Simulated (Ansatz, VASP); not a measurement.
## La2O3: VASP beside Ansatz

```
La O
1.0
    -1.78205    3.47531    3.13442
     1.78205   -3.47531    3.13442
     1.78205    3.47531   -3.13442
La O
2 3
Direct
  0.24644 0.74644 0.50000
  0.75356 0.25356 0.50000
  0.80726 0.00000 0.80726
  0.50000 0.50000 0.00000
  0.19274 0.00000 0.19274
```

Change from the starting cell: species swapped into the Ba2Bi3 type (Immm, No. 71).

Alike in both runs: functional PBE; k mesh 6 × 6 × 6; occupations gaussian, width 0.1 eV; no spin polarisation.

Ansatz relaxed the structure, and its values are those at the end. VASP's run is a single point on that final structure, the one shown.

```csv
,VASP,Ansatz
version,VASP 6.6.1,Ansatz 0.2.0
potentials or method,"VASP PAW PBE potentials, release 64 (La, O), cutoff 520 eV","scalar-relativistic, plane waves, PAW"
valence electrons in the cell,40,40
```

Ansatz gave:

```
gap on the k mesh at the Fermi level (eV) : 0.47
least direct gap on the mesh (eV)         : 0.47
pressure (GPa)                            : -0.1
rms of the force components (eV/Å)        : 0.009
```

Question: What did VASP give for the same quantities?

Answer: gap on the k mesh at the Fermi level (eV): 0.46; least direct gap on the mesh (eV): 0.46; pressure (GPa): -0.4; rms of the force components (eV/Å): 0.008.

The functional is the same, so the differences come from potentials, cutoffs and numerics.

Neither program's run includes spin-orbit coupling.
